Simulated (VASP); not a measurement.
A run of VASP 6.6.1 is set up as follows.

File INCAR:

```
SYSTEM = Li2ZnO2
PREC     = Accurate       ! precision mode
ENCUT    = 600            ! plane-wave cutoff, eV
EDIFF    = 1E-6           ! SCF threshold, eV
ISMEAR   = 0              ! smearing method
SIGMA    = 0.1            ! smearing width, eV
LREAL    = .FALSE.        ! projectors in reciprocal space
LASPH    = .TRUE.         ! aspherical terms in the spheres
NELM     = 80             ! most SCF steps
ALGO     = Normal         ! electronic algorithm
ISIF     = 3              ! what is computed and relaxed
LWAVE    = .FALSE.        ! write WAVECAR
LCHARG   = .FALSE.        ! write CHGCAR
GGA      = PE             ! functional
IBRION   = 2              ! ionic algorithm
NSW      = 90             ! ionic steps
EDIFFG   = -0.04          ! ionic threshold
```

File KPOINTS:

```
regular mesh
0
G
  6 6 4
  0 0 0
```

POSCAR

```
Li2ZnO2
1.0
    3.5478129500      0.0000000000      0.0000000000
    0.0000000000      3.5478129500      0.0000000000
    0.0000000000      0.0000000000      4.8125038100
Li Zn O
2 1 2
Direct
    0.0000000000      0.5000000000      0.5000000000
    0.5000000000      0.0000000000      0.5000000000
    0.0000000000      0.0000000000      0.0000000000
    0.5000000000      0.5000000000      0.2399999900
    0.5000000000      0.5000000000      0.7600000100
```

Potentials or basis: VASP PAW PBE potentials, release 64 (Li_sv, Zn, O).

Run with:

```console
$ cat potpaw_PBE.64/Li_sv/POTCAR potpaw_PBE.64/Zn/POTCAR potpaw_PBE.64/O/POTCAR > POTCAR
$ mpirun -np 1 vasp_std > vasp.out
```

Question: What does it give for the space group after relaxing (to 0.05 Å)?

Answer: P4/mmm (No. 123).

Question: Estimate the band gap on the k mesh.

Answer: 0.26 eV, direct.

Final structure:
```
Li Zn O
1.0
     2.91535    0.00000    0.00000
     0.00000    2.91535    0.00000
     0.00000    0.00000    5.22805
Li Zn O
2 1 2
Direct
  0.00000 0.50000 0.50000
  0.50000 0.00000 0.50000
  0.00000 0.00000 0.00000
  0.50000 0.50000 0.25084
  0.50000 0.50000 0.74916
```

 A k mesh can miss the band edges.
